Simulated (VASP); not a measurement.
# TaN (P-6m2) in VASP: notebook

The runs below take TaN through single point, with PBEsol.

All numbers are computed with VASP 6.6.1; they aren't measurements. Logs are shortened: lines on timing, memory, paths and dates and some standing lists are left out, and cuts for length are marked.

## Step 1: The cell of the first run

Symmetry: P-6m2, No. 187, hexagonal system. The conventional cell has a = 3.070 Å, b = 3.070 Å, c = 2.942 Å, α = 90.00°, β = 90.00°, γ = 120.00°. Within 3.0 Å of Ta (site symmetry -6m2) lie 6 N at 2.30 Å and 2 Ta at 2.94 Å. N (site symmetry -6m2) has 6 Ta at 2.30 Å and 2 N at 2.94 Å within 3.0 Å.

## Step 2: Single point, PBEsol

INCAR reads:

```
SYSTEM = TaN
PREC = Accurate
ENCUT = 520
EDIFF = 1E-7
ISMEAR = 0
SIGMA = 0.15
LREAL = .FALSE.
LASPH = .TRUE.
NELM = 100
ALGO = Normal
ISIF = 2
LWAVE = .FALSE.
LCHARG = .FALSE.
GGA = PS
NBANDS = 15
```

KPOINTS reads:

```
regular mesh
0
G
  18 18 16
  0 0 0
```

POSCAR reads:

```
TaN
1.0
    3.0702000000      0.0000000000      0.0000000000
   -1.5351000000      2.6588711947      0.0000000000
    0.0000000000      0.0000000000      2.9425000000
Ta N
1 1
Direct
    0.3333333333      0.6666666667      0.5000000000
    0.0000000000      0.0000000000      0.0000000000
```

Potentials or basis: VASP PAW PBE potentials, release 64 (Ta_pv, N).

Launch:

```sh
cat potpaw_PBE.64/Ta_pv/POTCAR potpaw_PBE.64/N/POTCAR > POTCAR
mpirun -np 1 vasp_std > vasp.out
```

OUTCAR:

```text
SYSTEM = TaN
   PREC = Accurate
   ENCUT = 520
   EDIFF = 1E-7
   ISMEAR = 0
   LREAL = .FALSE.
   LASPH = .TRUE.
   NELM = 100
   ISIF = 2
   GGA = PS

 ion  position               nearest neighbor table
   1  0.333  0.667  0.500-   2 2.30   2 2.30   2 2.30   2 2.30   2 2.30   2 2.30
   2  0.000  0.000  0.000-   1 2.30   1 2.30   1 2.30   1 2.30   1 2.30   1 2.30

  LATTYP: Found a hexagonal cell.
 ALAT       =     3.0702000000
 C/A-ratio  =     0.9584066185

  Lattice vectors:

 A1 = (   3.0702000000,   0.0000000000,   0.0000000000)
 A2 = (  -1.5351000000,   2.6588711947,   0.0000000000)
 A3 = (   0.0000000000,   0.0000000000,   2.9425000000)

Analysis of symmetry for initial positions (statically):
=====================================================================
 Subroutine PRICEL returns:
 Original cell was already a primitive cell.

 Routine SETGRP: Setting up the symmetry group for a
 hexagonal supercell.

 Subroutine GETGRP returns: Found 12 space group operations
 (whereof 12 operations were pure point group operations)
 out of a pool of 24 trial point group operations.

The static configuration has the point symmetry D_3h.

Analysis of symmetry for dynamics (positions and initial velocities):
=====================================================================
 Subroutine PRICEL returns:
 Original cell was already a primitive cell.

 Routine SETGRP: Setting up the symmetry group for a
 hexagonal supercell.

 Subroutine GETGRP returns: Found 12 space group operations
 (whereof 12 operations were pure point group operations)
 out of a pool of 24 trial point group operations.

The dynamic configuration has the point symmetry D_3h.

 Subroutine INISYM returns: Found 12 space group operations
 (whereof 12 operations are pure point group operations),
 and found     1 'primitive' translations

----------------------------------------------------------------------------------------

                                     Primitive cell

  volume of cell :      24.0204

  direct lattice vectors                    reciprocal lattice vectors
     3.070200000  0.000000000  0.000000000     0.325711680  0.188049726  0.000000000
    -1.535100000  2.658871195  0.000000000     0.000000000  0.376099452  0.000000000
     0.000000000  0.000000000  2.942500000     0.000000000  0.000000000  0.339847069

  length of vectors
     3.070200000  3.070200000  2.942500000     0.376099452  0.376099452  0.339847069
[... 85 lines left out ...]
   IBRION =     -1    ionic relax: 0-MD 1-quasi-New 2-CG
   NFREE  =      0    steps in history (QN), initial steepest desc. (CG)
   ISIF   =      2    stress and relaxation
   ISYM   =      2    0-nonsym 1-usesym 2-fastsym
   POTIM  = 0.5000    time-step for ionic-motion
   TEBEG  =    0.0;   TEEND  =   0.0 temperature during run
   PSTRESS=    0.0 pullay stress
   NELECT =      16.0000    total number of electrons
   NUPDOWN=      -1.0000    fix difference up-down
   EMIN   =  10.00;   EMAX   =-10.00  energy-range for DOS
   EFERMI =   0.00;   METHOD = LEGACY
   ISMEAR =     0;   SIGMA  =   0.15  broadening in eV -4-tet -1-fermi 0-gaus
   EFERMI_NEDOS =   21; number of points for ismear=-14 and -15
   IALGO  =     38    algorithm
   IMIX   =      4    mixing-type and parameters
     AMIX     =   0.40;   BMIX     =  1.00
     AMIX_MAG =   1.60;   BMIX_MAG =  1.00
  volume/ion in A,a.u.               =      12.01        81.05
  Fermi-wavevector in a.u.,A,eV,Ry     =   1.429732  2.701802 27.812131  2.044134
  Thomas-Fermi vector in A             =   2.549654
   LORBIT       =      0    0 simple, 1 ext, 2 COOP (PROOUT), +10 PAW based schemes
   GGA     = PS    functional components
   LHFCALC =     F    Hartree Fock is set to
   AEXX    =    0.0000 exact exchange contribution
   IVDW    =     0    specifies the selected vdW correction
   LEPSILON=     F    determine dielectric tensor
   LRPA    =     F    only Hartree local field effects (RPA)
 non-spin polarized calculation
 Gauss-broadening in eV      SIGMA  =   0.15
  energy-cutoff  :      520.00
  volume of cell :       24.02
 maximum number of plane-waves:       662
 NGX is ok and might be reduce to    24

 number of electron      16.0000002 magnetization

 Free energy of the ion-electron system (eV)
  ---------------------------------------------------
  ext. energy  EPLUGINS =         0.00000000
  ---------------------------------------------------
  free energy    TOTEN  =       -23.48494012 eV

  energy without entropy =      -23.48407091  energy(sigma->0) =      -23.48450552

 E-fermi :   6.9889     XC(G=0): -12.9182

 val. band max:        6.9560716704   @ k =   0.0000   0.0000   0.4375
 cond. band min:       7.0341045445   @ k =   0.0556   0.0000   0.5000
 fundamental gap:      0.0780328740
 Fermi energy:         6.9889181453

 k-point     1 :       0.0000    0.0000    0.0000
  band No.  band energies     occupation
      1     -28.0407      2.00000
      2     -27.8918      2.00000
      3     -27.8918      2.00000
      4      -9.9494      2.00000
      5       2.7309      2.00000
      6       2.7309      2.00000
      7       3.3067      2.00000
      8       4.3852      2.00000
      9       8.2583      0.00000
     10      10.2358      0.00000
     11      10.2358      0.00000
     12      10.4361      0.00000
     13      10.4361      0.00000
     14      19.3542      0.00000
[... 401 lines left out ...]
      2     -28.0873      2.00000
      3     -27.9553      2.00000
      4      -8.0566      2.00000
      5      -0.5474      2.00000
      6       2.5607      2.00000
      7       3.0194      2.00000
      8       4.9103      2.00000
      9       9.1361      0.00000
     10       9.5257      0.00000
     11      10.7825      0.00000
     12      12.3259      0.00000
     13      14.3966      0.00000
     14      17.5142      0.00000
     15      19.9994      0.00000

 [... further k-points ...]
[... 5 lines left out ...]
  --------------------------------------------------------------------------------------
  -------------------------------------------------------------------------------------
  Total       -5.3819605     -5.3819605     -4.1145137     -0.0000000      0.0000000      0.0000000
  in kB     -358.9803299   -358.9803299   -274.4407853     -0.0000000      0.0000000      0.0000000
  external PRESSURE =    -330.8004817 kB  Pullay stress =       0.0000000 kB

 VOLUME and BASIS-vectors are now :
 -----------------------------------------------------------------------------
  energy-cutoff  :      520.00
  volume of cell :       24.02
      direct lattice vectors                 reciprocal lattice vectors
     3.070200000  0.000000000  0.000000000     0.325711680  0.188049726  0.000000000
    -1.535100000  2.658871195  0.000000000     0.000000000  0.376099452  0.000000000
     0.000000000  0.000000000  2.942500000     0.000000000  0.000000000  0.339847069

 POSITION                                       TOTAL-FORCE (eV/Angst)
 -----------------------------------------------------------------------------------
     -0.00000      1.77258      1.47125         0.000000     -0.000000      0.000000
      0.00000      0.00000      0.00000        -0.000000      0.000000      0.000000
 -----------------------------------------------------------------------------------
    total drift:                                0.000000     -0.000000     -0.000000

  FREE ENERGIE OF THE ION-ELECTRON SYSTEM (eV)
  ---------------------------------------------------
  free  energy   TOTEN  =       -23.4849401206 eV

  energy  without entropy=      -23.4840709113  energy(sigma->0) =      -23.48450552
```

OSZICAR:

```text
N       E                     dE             d eps       ncg     rms          rms(c)
DAV:   1     0.883589225810E+02    0.88359E+02   -0.86770E+03  9990   0.111E+03
DAV:   2    -0.229941899547E+02   -0.11135E+03   -0.10457E+03 12223   0.298E+02
DAV:   3    -0.259303135320E+02   -0.29361E+01   -0.29200E+01 11418   0.448E+01
DAV:   4    -0.259439688224E+02   -0.13655E-01   -0.13653E-01 13000   0.333E+00
DAV:   5    -0.259440648090E+02   -0.95987E-04   -0.95985E-04 11621   0.260E-01    0.193E+01
DAV:   6    -0.236718490542E+02    0.22722E+01   -0.37253E+00 12437   0.225E+01    0.803E+00
DAV:   7    -0.235281750711E+02    0.14367E+00   -0.45252E-01 12622   0.604E+00    0.566E+00
DAV:   8    -0.234917266486E+02    0.36448E-01   -0.23285E-01 12090   0.396E+00    0.124E+00
DAV:   9    -0.234851151544E+02    0.66115E-02   -0.18287E-02 11537   0.109E+00    0.247E-01
DAV:  10    -0.234849726985E+02    0.14246E-03   -0.86354E-04 12853   0.318E-01    0.862E-02
DAV:  11    -0.234849403906E+02    0.32308E-04   -0.36518E-05 11376   0.661E-02    0.165E-02
DAV:  12    -0.234849400778E+02    0.31277E-06   -0.44069E-06 12524   0.170E-02    0.245E-03
DAV:  13    -0.234849401206E+02   -0.42810E-07   -0.23224E-08  8285   0.144E-03
   1 F= -.23484940E+02 E0= -.23484506E+02  d E =-.869209E-03
```

Run time: 32 s. Hardware: 1 thread of Intel Xeon Platinum 8559C (Emerald Rapids), shared host; peak memory 0.23 GiB.

What came out:

* Free energy: -23.4849 eV
* Pressure: -33.1 GPa
* Band gap on the k mesh: zero (band 8 reaches 7.26 eV, above the bottom of band 9 at 6.94 eV)

Caveat: the PAW data sets were made with another functional, which shifts forces and pressure a little; spin-orbit coupling is left out, which moves the levels of the heavy elements.

## Step 3: Single point, PBEsol

This run uses another cell than the first one, of the same volume but with other edges.

INCAR reads:

```
SYSTEM = TaN
PREC = Accurate ; ENCUT = 520
EDIFF = 1E-6 ; ISMEAR = 0
SIGMA = 0.15 ; LREAL = .FALSE.
LASPH = .TRUE. ; NELM = 100
ALGO = Normal ; ISIF = 2
LWAVE = .FALSE. ; LCHARG = .FALSE.
GGA = PS ; NBANDS = 15
```

KPOINTS reads:

```
Automatic mesh
0
G
  18 18 16
  0 0 0
```

POSCAR reads:

```
TaN
1.0
    3.0337000000      0.0000000000      0.0000000000
   -1.5168500000      2.6272612675      0.0000000000
    0.0000000000      0.0000000000      3.0143000000
Ta N
1 1
Direct
    0.3333333333      0.6666666667      0.5000000000
    0.0000000000      0.0000000000      0.0000000000
```

Potentials or basis: VASP PAW PBE potentials, release 64 (Ta_pv, N).

Launch:

```sh
cat potpaw_PBE.64/Ta_pv/POTCAR potpaw_PBE.64/N/POTCAR > POTCAR
mpirun -np 1 vasp_std > vasp.out
```

It took 30 s on 1 thread of Intel Xeon Platinum 8559C (Emerald Rapids), shared host; peak memory 0.23 GiB.

Results (log left out):

* Free energy: -23.4814 eV
* Pressure: -33.9 GPa
* Band gap on the k mesh: zero (band 8 reaches 7.28 eV, above the bottom of band 9 at 6.89 eV)

Stress tensor (GPa, compression positive):
```
-30.60   0.00   0.00
  0.00 -30.60   0.00
  0.00   0.00 -40.40
```

Levels at points of the mesh, in eV from the Fermi level:
```
           k point  band 4  band 5  band 6  band 7  band 8  band 9  band 10  band 11  band 12  band 13
(0.00, 0.00, 0.00)  -16.87   -3.98   -3.98   -3.77   -2.80    1.54     3.09     3.09     3.39     3.39
(0.50, 0.00, 0.00)  -14.91   -7.64   -4.74   -3.05   -2.86    2.55     3.55     4.57     4.64     6.39
(0.00, 0.00, 0.50)  -14.77   -8.70   -3.25   -3.25   -0.07   -0.07     1.99     3.08     3.08     7.30
(0.50, 0.00, 0.50)  -15.03   -6.69   -5.74   -4.99   -0.54    3.46     4.66     5.08     6.17     8.70
```

Caveat: the PAW data sets were made with another functional, which shifts forces and pressure a little; spin-orbit coupling is left out, which moves the levels of the heavy elements.

(Continued in part 2 of 2.)
